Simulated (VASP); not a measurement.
**Nb: single point with PBE**

Crystal: Nb.

```
CELL_PARAMETERS angstrom
-1.58441 1.58441 1.58441
1.58441 -1.58441 1.58441
1.58441 1.58441 -1.58441
ATOMIC_POSITIONS crystal
Nb 0.00000 0.00000 0.00000
```

- Program: VASP 6.6.1
- Task: single point
- Functional: PBE
- Potentials or basis: VASP PAW PBE potentials, release 64 (Nb_sv)
- Cutoff: 520 eV
- k mesh: 17 × 17 × 17
- Occupations: fermi-dirac, width 0.08 eV
- Spin: no spin polarisation
- Dipole correction: no
- Further INCAR settings: ALGO = Normal; EDIFF = 1e-06; NBANDS = 12

```
Pressure : 27.6 GPa
```

Levels at points of the mesh, in eV from the Fermi level:
```csv
k point,band 3,band 4,band 5,band 6,band 7,band 8,band 9,band 10
"(0.00, 0.00, 0.00)",-29.24,-29.24,-6.15,0.29,0.29,0.29,3.63,3.63
```

Wall time 20 s on 1 thread of Intel(R) Xeon(R) Platinum 8259CL CPU @ 2.50GHz (Skylake/Cascade Lake) (shared host), peak memory 0.15 GiB.
